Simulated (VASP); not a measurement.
# BaZrO3 (Pm-3m) in VASP: further runs, part 2 of 2

VASP 6.6.1. The steps go on from the part before.

### Step 3. Relaxation of cell and atoms, RPBE

File INCAR:

```
SYSTEM = BaZrO3
  PREC = Accurate
  ENCUT = 600
  EDIFF = 1E-6
  ISMEAR = 0
  SIGMA = 0.01
  LREAL = .False.
  LASPH = .True.
  NELM = 80
  ALGO = Normal
  ISIF = 3
  LWAVE = .False.
  LCHARG = .False.
  GGA = RP
  IBRION = 2
  NSW = 80
  EDIFFG = -0.01
```

File KPOINTS:

```
regular mesh
0
Gamma
  6 6 6
  0 0 0
```

File POSCAR:

```
BaZrO3
1.0
    4.1913400000      0.0000000000      0.0000000000
    0.0000000000      4.1913400000      0.0000000000
    0.0000000000      0.0000000000      4.1913400000
Ba Zr O
1 1 3
Direct
    0.0000000000      0.0000000000      0.0000000000
    0.5000000000      0.5000000000      0.5000000000
    0.0000000000      0.5000000000      0.5000000000
    0.5000000000      0.0000000000      0.5000000000
    0.5000000000      0.5000000000      0.0000000000
```

Potentials or basis: VASP PAW PBE potentials, release 64 (Ba_sv, Zr_sv, O).

Launch:

```sh
cat potpaw_PBE.64/Ba_sv/POTCAR potpaw_PBE.64/Zr_sv/POTCAR potpaw_PBE.64/O/POTCAR > POTCAR
mpirun -np 1 vasp_std > vasp.out
```

OUTCAR:

```text
SYSTEM = BaZrO3
   PREC = Accurate
   ENCUT = 600
   EDIFF = 1E-6
   ISMEAR = 0
   LREAL = .False.
   LASPH = .True.
   NELM = 80
   ISIF = 3
   GGA = RP
   IBRION = 2
   NSW = 80
   EDIFFG = -0.01

 ion  position               nearest neighbor table
   1  0.000  0.000  0.000-   3 2.96   4 2.96   5 2.96   3 2.96   4 2.96   3 2.96   5 2.96   3 2.96
                             4 2.96   5 2.96   4 2.96   5 2.96   2 3.63   2 3.63   2 3.63   2 3.63
   2  0.500  0.500  0.500-   3 2.10   4 2.10   5 2.10   5 2.10   4 2.10   3 2.10   1 3.63   1 3.63
                             1 3.63   1 3.63   1 3.63   1 3.63   1 3.63   1 3.63
   3  0.000  0.500  0.500-   2 2.10   2 2.10   1 2.96   1 2.96   1 2.96   1 2.96
   4  0.500  0.000  0.500-   2 2.10   2 2.10   1 2.96   1 2.96   1 2.96   1 2.96
   5  0.500  0.500  0.000-   2 2.10   2 2.10   1 2.96   1 2.96   1 2.96   1 2.96

  LATTYP: Found a simple cubic cell.
 ALAT       =     4.1913400000

  Lattice vectors:

 A1 = (   4.1913400000,   0.0000000000,   0.0000000000)
 A2 = (   0.0000000000,   4.1913400000,   0.0000000000)
 A3 = (   0.0000000000,   0.0000000000,   4.1913400000)

Analysis of symmetry for initial positions (statically):
=====================================================================
 Subroutine PRICEL returns:
 Original cell was already a primitive cell.

 Routine SETGRP: Setting up the symmetry group for a
 simple cubic supercell.

 Subroutine GETGRP returns: Found 48 space group operations
 (whereof 48 operations were pure point group operations)
 out of a pool of 48 trial point group operations.

The static configuration has the point symmetry O_h .

Analysis of symmetry for dynamics (positions and initial velocities):
=====================================================================
 Subroutine PRICEL returns:
 Original cell was already a primitive cell.

 Routine SETGRP: Setting up the symmetry group for a
 simple cubic supercell.

 Subroutine GETGRP returns: Found 48 space group operations
 (whereof 48 operations were pure point group operations)
 out of a pool of 48 trial point group operations.

The dynamic configuration has the point symmetry O_h .

 Subroutine INISYM returns: Found 48 space group operations
 (whereof 48 operations are pure point group operations),
 and found     1 'primitive' translations

----------------------------------------------------------------------------------------

                                     Primitive cell

  volume of cell :      73.6307

  direct lattice vectors                    reciprocal lattice vectors
     4.191340000  0.000000000  0.000000000     0.238587182  0.000000000  0.000000000
     0.000000000  4.191340000  0.000000000     0.000000000  0.238587182  0.000000000
     0.000000000  0.000000000  4.191340000     0.000000000  0.000000000  0.238587182

  length of vectors
     4.191340000  4.191340000  4.191340000     0.238587182  0.238587182  0.238587182

  position of ions in fractional coordinates (direct lattice)
     0.000000000  0.000000000  0.000000000
     0.500000000  0.500000000  0.500000000
     0.000000000  0.500000000  0.500000000
     0.500000000  0.000000000  0.500000000
     0.500000000  0.500000000  0.000000000

  ion indices of the primitive-cell ions
   primitive index   ion index
                 1           1
                 2           2
[... 35 lines left out ...]
  0.500000  0.000000  0.000000      3.000000
  0.166667  0.166667  0.000000     12.000000
  0.333333  0.166667  0.000000     24.000000
[... 12 lines left out ...]
  0.500000  0.500000  0.333333      6.000000
  0.500000  0.500000  0.500000      1.000000
   k-points           NKPTS =     20   k-points in BZ     NKDIM =     20   number of bands    NBANDS=     24
   number of dos      NEDOS =    301   number of ions     NIONS =      5
   total plane-waves  NPLWV =  46656
   dimension x,y,z NGX =    36 NGY =   36 NGZ =   36
   dimension x,y,z NGXF=    72 NGYF=   72 NGZF=   72
   ions per type =               1   1   3
   NGX,Y,Z   is equivalent  to a cutoff of  14.28, 14.28, 14.28 a.u.
   NGXF,Y,Z  is equivalent  to a cutoff of  28.56, 28.56, 28.56 a.u.
 SYSTEM =  BaZrO3
   PREC   = accura    normal or accurate (medium, high low for compatibility)
   ISTART =      0    job   : 0-new  1-cont  2-samecut
   ICHARG =      2    charge: 1-file 2-atom 10-const
   ISPIN  =      1    spin polarized calculation?
   LNONCOLLINEAR =      F non collinear calculations
   LSORBIT =      F    spin-orbit coupling
   LASPH  =      T    aspherical Exc in radial PAW
   ENCUT  =  600.0 eV  44.10 Ry    6.64 a.u.   8.37  8.37  8.37*2*pi/ulx,y,z
   NELM   =     80;   NELMIN=  2; NELMDL= -5     # of ELM steps
   EDIFF  = 0.1E-05   stopping-criterion for ELM
   LREAL  =      F    real-space projection
   EDIFFG = -.1E-01   stopping-criterion for IOM
   NSW    =     80    number of steps for IOM
   IBRION =      2    ionic relax: 0-MD 1-quasi-New 2-CG
   NFREE  =      1    steps in history (QN), initial steepest desc. (CG)
   ISIF   =      3    stress and relaxation
   ISYM   =      2    0-nonsym 1-usesym 2-fastsym
   POTIM  = 0.5000    time-step for ionic-motion
   TEBEG  =    0.0;   TEEND  =   0.0 temperature during run
   PSTRESS=    0.0 pullay stress
   NELECT =      40.0000    total number of electrons
   NUPDOWN=      -1.0000    fix difference up-down
   EMIN   =  10.00;   EMAX   =-10.00  energy-range for DOS
   EFERMI =   0.00;   METHOD = LEGACY
   ISMEAR =     0;   SIGMA  =   0.01  broadening in eV -4-tet -1-fermi 0-gaus
   EFERMI_NEDOS =   21; number of points for ismear=-14 and -15
   IALGO  =     38    algorithm
   IMIX   =      4    mixing-type and parameters
     AMIX     =   0.40;   BMIX     =  1.00
     AMIX_MAG =   1.60;   BMIX_MAG =  1.00
  volume/ion in A,a.u.               =      14.73        99.38
  Fermi-wavevector in a.u.,A,eV,Ry     =   1.335802  2.524299 24.277770  1.784366
  Thomas-Fermi vector in A             =   2.464478
   LORBIT       =      0    0 simple, 1 ext, 2 COOP (PROOUT), +10 PAW based schemes
   GGA     = RP    functional components
   LHFCALC =     F    Hartree Fock is set to
   AEXX    =    0.0000 exact exchange contribution
   IVDW    =     0    specifies the selected vdW correction
   LEPSILON=     F    determine dielectric tensor
   LRPA    =     F    only Hartree local field effects (RPA)
 conjugate gradient relaxation of ions
 non-spin polarized calculation
 Gauss-broadening in eV      SIGMA  =   0.01
  energy-cutoff  :      600.00
  volume of cell :       73.63
 maximum number of plane-waves:      2517
 NGX is ok and might be reduce to    36
   NGX = 17   NGY = 17   NGZ = 17

--------------------------------------- Ionic step        1  -------------------------------------------

 number of electron      40.0000010 magnetization

 Free energy of the ion-electron system (eV)
  ---------------------------------------------------
  ext. energy  EPLUGINS =         0.00000000
  ---------------------------------------------------
  free energy    TOTEN  =       -39.63098181 eV

  energy without entropy =      -39.63098181  energy(sigma->0) =      -39.63098181

------------------------ aborting loop because EDIFF is reached ----------------------------------------

  FORCE on cell =-STRESS in cart. coord.  units (eV):
  Direction    XX          YY          ZZ          XY          YZ          ZX
  --------------------------------------------------------------------------------------
  -------------------------------------------------------------------------------------
  Total        3.9034260      3.9034260      3.9034260      0.0000000     -0.0000000      0.0000000
  in kB       84.9371833     84.9371833     84.9371833      0.0000000     -0.0000000      0.0000000
  external PRESSURE =      84.9371833 kB  Pullay stress =       0.0000000 kB
[... 26 lines left out ...]
--------------------------------------- Ionic step        2  -------------------------------------------

 number of electron      39.9999985 magnetization

 E-fermi :   3.2409     XC(G=0):  -9.9871

 val. band max:        3.1931163150   @ k =   0.5000   0.5000   0.5000
 cond. band min:       6.1666076047   @ k =   0.0000   0.0000   0.0000
 fundamental gap:      2.9734912897
 Fermi energy:         3.2408549163

 k-point     1 :       0.0000    0.0000    0.0000
  band No.  band energies     occupation
      1     -44.5831      2.00000
      2     -22.6040      2.00000
      3     -22.6040      2.00000
      4     -22.6040      2.00000
      5     -22.5695      2.00000
      6     -13.0651      2.00000
[... 567 lines left out ...]
--------------------------------------- Ionic step        3  -------------------------------------------

 number of electron      40.0000022 magnetization

 Free energy of the ion-electron system (eV)
  ---------------------------------------------------
  ext. energy  EPLUGINS =         0.00000000
  ---------------------------------------------------
  free energy    TOTEN  =       -39.73505316 eV

  energy without entropy =      -39.73505316  energy(sigma->0) =      -39.73505316

 E-fermi :   3.6849     XC(G=0): -10.2712

 val. band max:        3.5571470552   @ k =   0.5000   0.5000   0.5000
 cond. band min:       6.6688617468   @ k =   0.0000   0.0000   0.0000
 fundamental gap:      3.1117146917
 Fermi energy:         3.6848727980

 k-point     1 :       0.0000    0.0000    0.0000
  band No.  band energies     occupation
      1     -43.8700      2.00000
      2     -22.0079      2.00000
      3     -21.9521      2.00000
      4     -21.9521      2.00000
      5     -21.9521      2.00000
      6     -12.8067      2.00000
[... 561 lines left out ...]
  FREE ENERGIE OF THE ION-ELECTRON SYSTEM (eV)
  ---------------------------------------------------
  free  energy   TOTEN  =       -39.7350531589 eV

  energy  without entropy=      -39.7350531589  energy(sigma->0) =      -39.73505316

 reached required accuracy - stopping structural energy minimisation
```

OSZICAR:

```text
N       E                     dE             d eps       ncg     rms          rms(c)
DAV:   1     0.360700568132E+03    0.36070E+03   -0.24320E+04   960   0.184E+03
DAV:   2    -0.239446545830E+02   -0.38465E+03   -0.37814E+03  1240   0.414E+02
DAV:   3    -0.464708241131E+02   -0.22526E+02   -0.22505E+02  1552   0.995E+01
[... 32 lines left out ...]
DAV:   5    -0.397322123896E+02   -0.42446E-02   -0.57393E-03  1400   0.459E-01    0.310E-01
DAV:   6    -0.397348018446E+02   -0.25895E-02   -0.68179E-03  1520   0.428E-01    0.866E-02
DAV:   7    -0.397350236784E+02   -0.22183E-03   -0.34934E-04  1352   0.124E-01    0.238E-02
DAV:   8    -0.397350522146E+02   -0.28536E-04   -0.11292E-04  1160   0.708E-02    0.821E-03
DAV:   9    -0.397350531589E+02   -0.94435E-06   -0.70632E-06  1400   0.146E-02
   3 F= -.39735053E+02 E0= -.39735053E+02  d E =-.104071E+00
```

Wall time 2 min (1 thread of Intel Xeon 6975P-C, shared host); peak memory 0.25 GiB.

What came out:

| Item | Value |
| --- | --- |
| Free energy | -39.7351 eV |
| Relaxed volume | 15.56 Å³/atom |
| Relaxed cell | a = 4.269 Å, b = 4.269 Å, c = 4.269 Å, α = 90.00°, β = 90.00°, γ = 90.00° |
| Space group after relaxing (to 0.05 Å) | Pm-3m (No. 221) |
| Energy gained by relaxing | 20.8 meV/atom |
| Ionic steps | 3 |
| Pressure after relaxing | 0.0 GPa |
| Band gap on the k mesh | 3.11 eV, indirect (least direct gap 3.39 eV) |

The path:
```csv
step,energy change (eV),largest force (eV/Å),pressure (GPa),volume (Å³)
1,0.0000,0.0000,8.49,73.63
2,-0.0026,0.0000,-6.85,82.27
3,-0.1041,0.0000,-0.04,77.80
```

Final structure:
```
Ba Zr O
1.0
     4.26894    0.00000    0.00000
     0.00000    4.26894    0.00000
     0.00000    0.00000    4.26894
Ba Zr O
1 1 3
Direct
  0.00000 0.00000 0.00000
  0.50000 0.50000 0.50000
  0.00000 0.50000 0.50000
  0.50000 0.00000 0.50000
  0.50000 0.50000 0.00000
```

Caveat: the PAW data sets were made with another functional, which shifts forces and pressure a little; spin-orbit coupling is left out, which moves the levels of the heavy elements. A k mesh can miss the band edges.

### Step 4. Relaxation of cell and atoms, r2SCAN+D4

POSCAR is that of step 3.

File INCAR.step1:

```
SYSTEM = BaZrO3
ALGO = Normal
EDIFF = 1E-4
ENCUT = 600
GGA = PE
ISMEAR = 0
LASPH = .TRUE.
LCHARG = .FALSE.
LREAL = .FALSE.
LWAVE = .TRUE.
NELM = 100
PREC = Accurate
SIGMA = 0.01
```

File INCAR.step2:

```
SYSTEM = BaZrO3
ALGO = Normal
EDIFF = 1E-7
EDIFFG = -0.01
ENCUT = 600
IBRION = 2
ISIF = 3
ISMEAR = 0
ISTART = 1
IVDW = 13
LASPH = .TRUE.
LCHARG = .FALSE.
LMIXTAU = .TRUE.
LREAL = .FALSE.
LWAVE = .FALSE.
METAGGA = R2SCAN
NELM = 100
NSW = 80
PREC = Accurate
SIGMA = 0.01
VDW_A1 = 0.51559235
VDW_A2 = 5.77342911
VDW_S6 = 1.0
VDW_S8 = 0.6018749
```

File KPOINTS:

```
k-points
0
G
  6 6 6
  0 0 0
```

Launch:

```sh
cat potpaw_PBE.64/Ba_sv/POTCAR potpaw_PBE.64/Zr_sv/POTCAR potpaw_PBE.64/O/POTCAR > POTCAR
cp INCAR.step1 INCAR
mpirun -np 1 vasp_std > vasp.out
cp INCAR.step2 INCAR
mpirun -np 1 vasp_std > vasp.out
```

Wall time 6.5 min (1 thread of Intel Xeon 6975P-C, shared host); peak memory 0.26 GiB.

It converged, with:

| Property | Result |
| --- | --- |
| Free energy | -85.4744 eV |
| Relaxed volume | 14.88 Å³/atom |
| Relaxed cell | a = 4.206 Å, b = 4.206 Å, c = 4.206 Å, α = 90.00°, β = 90.00°, γ = 90.00° |
| Space group after relaxing (to 0.05 Å) | Pm-3m (No. 221) |
| Energy gained by relaxing | 0.8 meV/atom |
| Ionic steps | 3 |
| Pressure after relaxing | 0.0 GPa |
| Band gap on the k mesh | 3.68 eV, indirect (least direct gap 3.93 eV) |
| Dispersion energy per atom | -0.072 eV |

The path:
| step | energy change (eV) | largest force (eV/Å) | pressure (GPa) | volume (Å³) |
| --- | --- | --- | --- | --- |
| 1 | 0.0000 | 0.0000 | 1.71 | 73.63 |
| 2 | 0.0019 | 0.0000 | -1.99 | 75.32 |
| 3 | -0.0040 | 0.0000 | 0.00 | 74.39 |

Final structure:
```cif
data_structure
_symmetry_space_group_name_H-M 'P 1'
_symmetry_Int_Tables_number 1
_cell_length_a 4.2056
_cell_length_b 4.2056
_cell_length_c 4.2056
_cell_angle_alpha 90.000
_cell_angle_beta 90.000
_cell_angle_gamma 90.000
_cell_volume 74.39
loop_
_atom_site_label
_atom_site_type_symbol
_atom_site_fract_x
_atom_site_fract_y
_atom_site_fract_z
_atom_site_occupancy
Ba1 Ba 0.00000 0.00000 0.00000 1
Zr1 Zr 0.50000 0.50000 0.50000 1
O1 O 0.00000 0.50000 0.50000 1
O2 O 0.50000 0.00000 0.50000 1
O3 O 0.50000 0.50000 0.00000 1
```

Levels at points of the mesh, in eV from the valence-band top:
| k point | band 17 | band 18 | band 19 | band 20 | band 21 | band 22 | band 23 | band 24 |
| --- | --- | --- | --- | --- | --- | --- | --- | --- |
| (0.00, 0.00, 0.00) | -1.00 | -0.26 | -0.26 | -0.26 | 3.68 | 3.68 | 3.68 | 5.16 |
| (0.50, 0.00, 0.00) | -1.71 | -1.66 | -0.50 | -0.50 | 4.11 | 6.16 | 6.16 | 6.93 |
| (0.50, 0.50, 0.00) | -0.94 | -0.94 | -0.85 | -0.07 | 6.13 | 6.13 | 6.93 | 7.08 |
| (0.50, 0.50, 0.50) | -2.55 | 0.00 | 0.00 | 0.00 | 6.58 | 6.58 | 6.58 | 7.46 |

Caveat: the PAW data sets were made with another functional, which shifts forces and pressure a little; spin-orbit coupling is left out, which moves the levels of the heavy elements.

### Step 5. The runs side by side

| level | gap on the mesh (eV) | pressure (GPa) | relaxed volume (Å³/atom) |
| --- | --- | --- | --- |
| PBE+D3(BJ) | 3.16 | 0.0 | 14.93 |
| RPBE | 3.11 | 0.0 | 15.56 |
| r2SCAN+D4 | 3.68 | 0.0 | 14.88 |

Alike in all rows: task relaxation of cell and atoms; potentials or basis VASP PAW PBE potentials, release 64 (Ba_sv, Zr_sv, O); no spin polarisation; cell relaxed; k mesh 6 × 6 × 6; cutoff (eV) 600; smearing gaussian 0.01 eV.

Caveats: spin-orbit coupling is left out, which moves the levels of the heavy elements; the PAW data sets were made with another functional, which shifts forces and pressure a little (some runs).

Absolute energies hang on the potentials; compare differences alone.
